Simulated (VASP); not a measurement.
# Br (Fm-3m) in VASP: a series of runs

Br is run at these levels: LDA; tasks: single point.

Everything below comes from runs of VASP 6.6.1. Logs are shortened: lines on timing, memory, paths and dates and some standing lists are left out, and cuts for length are marked.

### Step 1. The cell of the first run

The structure is cubic, space group Fm-3m (No. 225). Conventional cell: a = 4.511 Å, b = 4.511 Å, c = 4.511 Å, α = 90.00°, β = 90.00°, γ = 90.00°. Br (site symmetry m-3m) has 12 Br at 3.19 Å within 4.2 Å.

### Step 2. Single point, LDA

The input, POSCAR:

```
Br
1.0
    0.0000000000      2.2554924193      2.2554924193
    2.2554924193      0.0000000000      2.2554924193
    2.2554924193      2.2554924193      0.0000000000
Br
1
Direct
    0.0000000000      0.0000000000      0.0000000000
```

The input, INCAR.step1:

```
SYSTEM = Br
ALGO = Normal ; EDIFF = 1E-7
ENCUT = 520 ; ISIF = 2
ISMEAR = -1 ; LASPH = .True.
LCHARG = .True. ; LREAL = .False.
LWAVE = .False. ; NBANDS = 10
NELM = 100 ; PREC = Accurate
SIGMA = 0.1
```

The input, KPOINTS.step1:

```
k-points
0
Gamma
  14 14 14
  0 0 0
```

The input, INCAR.step2:

```
SYSTEM = Br
ALGO = Normal ; EDIFF = 1E-7
ENCUT = 520 ; ICHARG = 11
ISIF = 2 ; ISMEAR = -5
LASPH = .True. ; LCHARG = .False.
LORBIT = 11 ; LREAL = .False.
LWAVE = .False. ; NBANDS = 10
NEDOS = 2001 ; NELM = 100
PREC = Accurate ; SIGMA = 0.1
```

The input, KPOINTS.step2:

```
k-points
0
Gamma
  21 21 21
  0 0 0
```

Potentials or basis: VASP PAW LDA potentials, release 64 (Br).

Run with:

```console
$ cat potpaw_LDA.64/Br/POTCAR > POTCAR
$ cp INCAR.step1 INCAR
$ cp KPOINTS.step1 KPOINTS
$ mpirun -np 1 vasp_std > vasp.out
$ cp INCAR.step2 INCAR
$ cp KPOINTS.step2 KPOINTS
$ mpirun -np 1 vasp_std > vasp.out
```

OUTCAR:

```text
SYSTEM = Br
   EDIFF = 1E-7
   ENCUT = 520
   ICHARG = 11
   ISIF = 2
   ISMEAR = -5
   LASPH = .True.
   LORBIT = 11
   LREAL = .False.
   NELM = 100
   PREC = Accurate

 ion  position               nearest neighbor table
   1  0.000  0.000  0.000-

  LATTYP: Found a face centered cubic cell.
 ALAT       =     4.5109848386

  Lattice vectors:

 A1 = (   0.0000000000,   2.2554924193,   2.2554924193)
 A2 = (   2.2554924193,   0.0000000000,   2.2554924193)
 A3 = (   2.2554924193,   2.2554924193,   0.0000000000)

Analysis of symmetry for initial positions (statically):
=====================================================================
 Subroutine PRICEL returns:
 Original cell was already a primitive cell.

 Routine SETGRP: Setting up the symmetry group for a
 face centered cubic supercell.

 Subroutine GETGRP returns: Found 48 space group operations
 (whereof 48 operations were pure point group operations)
 out of a pool of 48 trial point group operations.

The static configuration has the point symmetry O_h .

Analysis of symmetry for dynamics (positions and initial velocities):
=====================================================================
 Subroutine PRICEL returns:
 Original cell was already a primitive cell.

 Routine SETGRP: Setting up the symmetry group for a
 face centered cubic supercell.

 Subroutine GETGRP returns: Found 48 space group operations
 (whereof 48 operations were pure point group operations)
 out of a pool of 48 trial point group operations.

The dynamic configuration has the point symmetry O_h .

 Subroutine INISYM returns: Found 48 space group operations
 (whereof 48 operations are pure point group operations),
 and found     1 'primitive' translations

----------------------------------------------------------------------------------------

                                     Primitive cell

  volume of cell :      22.9485

  direct lattice vectors                    reciprocal lattice vectors
     0.000000000  2.255492419  2.255492419    -0.221681082  0.221681082  0.221681082
     2.255492419  0.000000000  2.255492419     0.221681082 -0.221681082  0.221681082
     2.255492419  2.255492419  0.000000000     0.221681082  0.221681082 -0.221681082

  length of vectors
     3.189747969  3.189747969  3.189747969     0.383962897  0.383962897  0.383962897

  position of ions in fractional coordinates (direct lattice)
     0.000000000  0.000000000  0.000000000

  ion indices of the primitive-cell ions
   primitive index   ion index
                 1           1

----------------------------------------------------------------------------------------

 KPOINTS: k-points

Automatic generation of k-mesh.
 Grid dimensions read from file:
 generate k-points for:   21   21   21

 Generating k-lattice:

  Cartesian coordinates                     Fractional coordinates (reciprocal lattice)
    -0.010556242  0.010556242  0.010556242     0.047619048  0.000000000  0.000000000
     0.010556242 -0.010556242  0.010556242     0.000000000  0.047619048  0.000000000
     0.010556242  0.010556242 -0.010556242     0.000000000  0.000000000  0.047619048

  Length of vectors
     0.018283947  0.018283947  0.018283947

  Shift w.r.t. Gamma in fractional coordinates (k-lattice)
     0.000000000  0.000000000  0.000000000

 TETIRR: Found   1276 inequivalent tetrahedra from    55566

 Subroutine IBZKPT returns following result:
 ===========================================

 Found    286 irreducible k-points:

 Following reciprocal coordinates:
            Coordinates               Weight
  0.000000  0.000000  0.000000      1.000000
  0.047619  0.000000  0.000000      8.000000
  0.095238  0.000000  0.000000      8.000000
  0.142857  0.000000  0.000000      8.000000
  0.190476  0.000000  0.000000      8.000000
  0.238095  0.000000  0.000000      8.000000
[... 16 lines left out ...]
 -0.428571  0.047619  0.000000     24.000000
 -0.380952  0.047619  0.000000     24.000000
 [... further k-points ...]
   k-points           NKPTS =    286   k-points in BZ     NKDIM =    286   number of bands    NBANDS=     10
   number of dos      NEDOS =   2001   number of ions     NIONS =      1
   total plane-waves  NPLWV =  13824
   dimension x,y,z NGX =    24 NGY =   24 NGZ =   24
   dimension x,y,z NGXF=    48 NGYF=   48 NGZF=   48
   ions per type =               1
   NGX,Y,Z   is equivalent  to a cutoff of  12.51, 12.51, 12.51 a.u.
   NGXF,Y,Z  is equivalent  to a cutoff of  25.02, 25.02, 25.02 a.u.
 SYSTEM =  Br
   PREC   = accura    normal or accurate (medium, high low for compatibility)
   ISTART =      0    job   : 0-new  1-cont  2-samecut
   ICHARG =     11    charge: 1-file 2-atom 10-const
   ISPIN  =      1    spin polarized calculation?
   LNONCOLLINEAR =      F non collinear calculations
   LSORBIT =      F    spin-orbit coupling
   LASPH  =      T    aspherical Exc in radial PAW
   ENCUT  =  520.0 eV  38.22 Ry    6.18 a.u.   5.93  5.93  5.93*2*pi/ulx,y,z
   NELM   =    100;   NELMIN=  2; NELMDL=  0     # of ELM steps
   EDIFF  = 0.1E-06   stopping-criterion for ELM
   LREAL  =      F    real-space projection
   EDIFFG = 0.1E-05   stopping-criterion for IOM
   NSW    =      0    number of steps for IOM
   IBRION =     -1    ionic relax: 0-MD 1-quasi-New 2-CG
   NFREE  =      0    steps in history (QN), initial steepest desc. (CG)
   ISIF   =      2    stress and relaxation
   ISYM   =      2    0-nonsym 1-usesym 2-fastsym
   POTIM  = 0.5000    time-step for ionic-motion
   TEBEG  =    0.0;   TEEND  =   0.0 temperature during run
   PSTRESS=    0.0 pullay stress
   NELECT =       7.0000    total number of electrons
   NUPDOWN=      -1.0000    fix difference up-down
   EMIN   =  10.00;   EMAX   =-10.00  energy-range for DOS
   EFERMI =   0.00;   METHOD = LEGACY
   ISMEAR =    -5;   SIGMA  =   0.10  broadening in eV -4-tet -1-fermi 0-gaus
   EFERMI_NEDOS =   21; number of points for ismear=-14 and -15
   IALGO  =     38    algorithm
   IMIX   =      4    mixing-type and parameters
     AMIX     =   0.40;   BMIX     =  1.00
     AMIX_MAG =   1.60;   BMIX_MAG =  1.00
  volume/ion in A,a.u.               =      22.95       154.86
  Fermi-wavevector in a.u.,A,eV,Ry     =   1.102020  2.082516 16.523569  1.214448
  Thomas-Fermi vector in A             =   2.238456
   LORBIT       =     11    0 simple, 1 ext, 2 COOP (PROOUT), +10 PAW based schemes
   GGA     = CA    functional components
   LHFCALC =     F    Hartree Fock is set to
   AEXX    =    0.0000 exact exchange contribution
   IVDW    =     0    specifies the selected vdW correction
   LEPSILON=     F    determine dielectric tensor
   LRPA    =     F    only Hartree local field effects (RPA)
 non-spin polarized calculation
 Fermi weights with tetrahedron method with Bloechl corrections
  energy-cutoff  :      520.00
  volume of cell :       22.95
 maximum number of plane-waves:       632

 number of electron       7.0000003 magnetization

 Free energy of the ion-electron system (eV)
  ---------------------------------------------------
  ext. energy  EPLUGINS =         0.00000000
  ---------------------------------------------------
  free energy    TOTEN  =        -1.62699511 eV

  energy without entropy =       -1.62699511  energy(sigma->0) =       -1.62699511

 E-fermi :   3.1258     XC(G=0): -10.2873

 val. band max:        3.1705052100   @ k =   0.1429   0.0952   0.0476
 cond. band min:       3.1080959638   @ k =   0.3333   0.1429   0.0000
 fundamental gap:     -0.0624092461
 Fermi energy:         3.1258326463

 k-point     1 :       0.0000    0.0000    0.0000
  band No.  band energies     occupation
      1     -13.0988      2.00000
      2       4.2783      0.00000
      3       4.2783      0.00000
      4       4.2783      0.00000
      5      11.7481      0.00000
      6      15.6397      0.00000
      7      15.6397      0.00000
      8      15.6397      0.00000
      9      19.7561      0.00000
     10      20.4259      0.00000

 k-point     2 :       0.0476    0.0000    0.0000
  band No.  band energies     occupation
      1     -13.0668      2.00000
      2       4.0503      0.00000
      3       4.2566      0.00000
      4       4.2566      0.00000
      5      11.9319      0.00000
      6      15.4615      0.00000
      7      15.7054      0.00000
      8      15.7054      0.00000
      9      20.1177      0.00000
     10      20.1968      0.00000

 k-point     3 :       0.0952    0.0000    0.0000
  band No.  band energies     occupation
      1     -12.9722      2.00000
      2       3.4420      0.10254
      3       4.1944      0.00000
      4       4.1944      0.00000
      5      12.3610      0.00000
      6      15.1407      0.00000
      7      15.8816      0.00000
      8      15.8816      0.00000
      9      19.7072      0.00000
     10      19.7072      0.00000

 k-point     4 :       0.1429    0.0000    0.0000
  band No.  band energies     occupation
      1     -12.8181      2.00000
      2       2.6031      2.10896
      3       4.1004      0.00000
      4       4.1004      0.00000
      5      12.7027      0.00000
      6      15.0885      0.00000
      7      16.0926      0.00000
      8      16.0926      0.00000
      9      19.2635      0.00000
     10      19.2635      0.00000

 k-point     5 :       0.1905    0.0000    0.0000
  band No.  band energies     occupation
      1     -12.6108      2.00000
      2       1.6603      2.00000
      3       3.9861      0.00000
      4       3.9861      0.00000
      5      12.6668      0.00000
      6      15.5786      0.00000
      7      16.1922      0.00000
      8      16.1922      0.00000
      9      19.1166      0.00000
     10      19.1167      0.00000

 k-point     6 :       0.2381    0.0000    0.0000
  band No.  band energies     occupation
      1     -12.3602      2.00000
      2       0.7005      2.00000
      3       3.8640      0.00000
      4       3.8640      0.00000
      5      12.3961      0.00000
      6      16.0662      0.00000
      7      16.0662      0.00000
      8      16.4078      0.00000
      9      19.4149      0.00000
     10      19.4149      0.00000
[... 183 lines left out ...]
 k-point    21 :       0.4762    0.0476    0.0000
  band No.  band energies     occupation
      1     -11.2101      2.00000
      2      -2.3713      2.00000
      3       3.3322      0.07465
      4       3.4040      0.00000
      5      11.5853      0.00000
      6      14.5879      0.00000
      7      15.0864      0.00000
      8      18.2839      0.00000
      9      21.7248      0.00000
     10      24.0074      0.00000

 k-point    22 :      -0.4762    0.0476    0.0000
  band No.  band energies     occupation
      1     -11.1703      2.00000
      2      -2.4580      2.00000
      3       3.2834      0.26159
      4       3.4311      0.00000
      5      11.5655      0.00000
      6      14.5901      0.00000
      7      15.0093      0.00000
      8      18.2807      0.00000
      9      22.0288      0.00000
     10      24.0717      0.00000

 k-point    23 :      -0.4286    0.0476    0.0000
  band No.  band energies     occupation
      1     -11.2491      2.00000
      2      -2.2851      2.00000
      3       3.2682      0.31851
      4       3.4890      0.00000
      5      11.6145      0.00000
      6      14.6975      0.00000
      7      15.0314      0.00000
      8      18.2943      0.00000
      9      21.7200      0.00000
     10      23.0201      0.00000

 k-point    24 :      -0.3810    0.0476    0.0000
  band No.  band energies     occupation
      1     -11.4298      2.00000
      2      -1.8716      2.00000
      3       3.2879      0.23895
      4       3.5740      0.00000
      5      11.7321      0.00000
      6      14.9042      0.00000
      7      15.1525      0.00000
      8      18.2592      0.00000
      9      21.0928      0.00000
     10      21.8279      0.00000

 [... further k-points ...]

------------------------ aborting loop because EDIFF is reached ----------------------------------------

  FORCE on cell =-STRESS in cart. coord.  units (eV):
  Direction    XX          YY          ZZ          XY          YZ          ZX
  --------------------------------------------------------------------------------------
  -------------------------------------------------------------------------------------
  Total       -0.0559606     -0.0559606     -0.0559606      0.0000000      0.0000000     -0.0000000
  in kB       -3.9069618     -3.9069618     -3.9069618      0.0000000      0.0000000     -0.0000000
  external PRESSURE =      -3.9069618 kB  Pullay stress =       0.0000000 kB

 VOLUME and BASIS-vectors are now :
 -----------------------------------------------------------------------------
  energy-cutoff  :      520.00
  volume of cell :       22.95
      direct lattice vectors                 reciprocal lattice vectors
     0.000000000  2.255492419  2.255492419    -0.221681082  0.221681082  0.221681082
     2.255492419  0.000000000  2.255492419     0.221681082 -0.221681082  0.221681082
     2.255492419  2.255492419  0.000000000     0.221681082  0.221681082 -0.221681082

 POSITION                                       TOTAL-FORCE (eV/Angst)
 -----------------------------------------------------------------------------------
      0.00000      0.00000      0.00000         0.000000     -0.000000      0.000000
 -----------------------------------------------------------------------------------
    total drift:                                0.000000      0.000000      0.000000

  FREE ENERGIE OF THE ION-ELECTRON SYSTEM (eV)
  ---------------------------------------------------
  free  energy   TOTEN  =        -1.6269951099 eV

  energy  without entropy=       -1.6269951099  energy(sigma->0) =       -1.62699511

 total charge

# of ion       s       p       d       tot
------------------------------------------
    1        1.652   3.000   0.029   4.680
```

It took 53 s on 1 thread of Intel Xeon 8259CL, shared host; peak memory 0.17 GiB.

What came out:

```
Valence electrons inside the program's atomic spheres : Br 4.68
```

Levels at points of the mesh, in eV from the Fermi level:
```csv
k point,band 2,band 3,band 4,band 5,band 6,band 7
"(0.00, 0.00, 0.00)",1.15,1.15,1.15,8.62,12.51,12.51
```

Caveat: an odd number of electrons without spin polarisation forces a metal; a magnetic or distorted state may lie lower; tetrahedron occupations give inexact forces and stress in metals.

### Step 3. Single point, LDA (22.95 Å³/atom)

POSCAR is that of step 2.

The input, INCAR.step1:

```
PREC = Accurate ; ENCUT = 520
EDIFF = 1E-6 ; ISMEAR = -1
SIGMA = 0.1 ; LREAL = F
LASPH = T ; NELM = 100
ALGO = Normal ; ISIF = 2
LWAVE = F ; LCHARG = T
GGA = CA ; NBANDS = 10
```

The input, KPOINTS.step1:

```
regular mesh
0
Gamma
  14 14 14
```

The input, INCAR.step2:

```
PREC = Accurate ; ENCUT = 520
EDIFF = 1E-6 ; ISMEAR = -5
SIGMA = 0.1 ; LREAL = F
LASPH = T ; NELM = 100
ALGO = Normal ; ISIF = 2
LWAVE = F ; LCHARG = F
GGA = CA ; LORBIT = 11
NBANDS = 10 ; NEDOS = 1001
ICHARG = 11
```

The input, KPOINTS.step2:

```
regular mesh
0
Gamma
  21 21 21
```

Potentials or basis: VASP PAW LDA potentials, release 64 (Br).

Run with:

```console
$ cat potpaw_LDA.64/Br/POTCAR > POTCAR
$ cp INCAR.step1 INCAR
$ cp KPOINTS.step1 KPOINTS
$ mpirun -np 1 vasp_std > vasp.out
$ cp INCAR.step2 INCAR
$ cp KPOINTS.step2 KPOINTS
$ mpirun -np 1 vasp_std > vasp.out
```

It took 55 s on 1 thread of Intel Xeon 8259CL, shared host; peak memory 0.17 GiB.

It converged, with:

```yaml
Valence_electrons_inside_the_program's_atomic_spheres: Br 4.68
```

Levels at points of the mesh, in eV from the Fermi level:
```csv
k point,band 1,band 2,band 3,band 4,band 5,band 6,band 7,band 8
"(0.00, 0.00, 0.00)",-16.22,1.15,1.15,1.15,8.62,12.51,12.51,12.51
```

Caveat: an odd number of electrons without spin polarisation forces a metal; a magnetic or distorted state may lie lower; tetrahedron occupations give inexact forces and stress in metals.
